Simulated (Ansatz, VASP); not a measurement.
**One calculation of MgO, two programs**

Contents of INCAR:

```
PREC = Accurate
ENCUT = 520
EDIFF = 1E-6
ISMEAR = 0
SIGMA = 0.05
LREAL = False
LASPH = True
NELM = 80
ALGO = Normal
ISIF = 2
LWAVE = False
LCHARG = True
GGA = PE
LELF = True
LVHAR = True
NBANDS = 26
```

File KPOINTS:

```
Automatic mesh
0
Gamma
  8 8 8
```

Contents of POSCAR:

```
MgO
1.0
    3.5213164963      0.0000000000      0.0000000000
    1.7606582482     -3.0495495405     -4.2393824239
    1.7606582481      3.0495495406     -4.2393824239
Mg O
4 4
Direct
    0.8748768747      0.4584564589      0.7917897916
    0.3863027471      0.9470305858      0.2803639199
    0.1305898107      0.5464882297      0.1923321488
    0.6305898111      0.0256654818      0.7131548959
    0.6165081971      0.7115795929      0.0554040129
    0.1165081971      0.2220706795      0.5449129264
    0.3671265375      0.2995401290      0.9662067960
    0.8658898567      0.8007768102      0.4674434764
```

Input for Ansatz:

```yaml
crystal:
  lattice:
    - [3.5213164963, 0.0, 0.0]
    - [1.7606582482, -3.0495495405, -4.2393824239]
    - [1.7606582481, 3.0495495406, -4.2393824239]
  atoms:
    - { symbol: Mg, position: [0.8748768747, 0.4584564589, 0.7917897916] }
    - { symbol: Mg, position: [0.3863027471, 0.9470305858, 0.2803639199] }
    - { symbol: Mg, position: [0.1305898107, 0.5464882297, 0.1923321488] }
    - { symbol: Mg, position: [0.6305898111, 0.0256654818, 0.7131548959] }
    - { symbol: O, position: [0.6165081971, 0.7115795929, 0.0554040129] }
    - { symbol: O, position: [0.1165081971, 0.2220706795, 0.5449129264] }
    - { symbol: O, position: [0.3671265375, 0.299540129, 0.966206796] }
    - { symbol: O, position: [0.8658898567, 0.8007768102, 0.4674434764] }
basis:
  ecutwfc: 520.0
kpoints:
  mp_grid: { grid: [8, 8, 8] }
hamiltonian:
  xc: pbe
  pseudopotentials: { kind: paw, azcp: { folder: soft_1 } }
scf:
  occupations: { method: gaussian, width: 0.05 }
output:
  forces: true
  stress: true
  eigenvalues: true
```

Change from the starting cell: mode 12 frozen in at -0.072 Å and mode 21 at -0.064 Å (largest displacements).

Alike in both runs: task single point; functional PBE; k mesh 8 × 8 × 8; occupations gaussian, width 0.05 eV; no spin polarisation.

|  | VASP | Ansatz |
| --- | --- | --- |
| version | VASP 6.6.1 | Ansatz 0.2.0 |
| potentials or method | VASP PAW PBE potentials, release 64 (Mg, O), cutoff 520 eV | scalar-relativistic, plane waves, PAW |
| valence electrons in the cell | 32 | 64 |

|  | VASP | Ansatz | Ansatz less VASP |
| --- | --- | --- | --- |
| gap on the k mesh at the Fermi level (eV) | 3.08 | 3.10 | +0.026 |
| least direct gap on the mesh (eV) | 3.08 | 3.10 | +0.026 |
| pressure (GPa) | 0.8 | 1.3 | +0.55 |
| traceless stress, the component that is largest in VASP (GPa) | 2.92 | 2.99 | +0.064 |
| rms of the force components (eV/Å) | 0.623 | 0.615 | -0.0075 |

Atom by atom the forces differ by 0.008 eV/Å (rms over components). The functional is the same, so the differences come from potentials, cutoffs and numerics. VASP's potentials hold 32 valence electrons a cell and Ansatz's 64, so a difference there can come from the potentials and not from the codes.
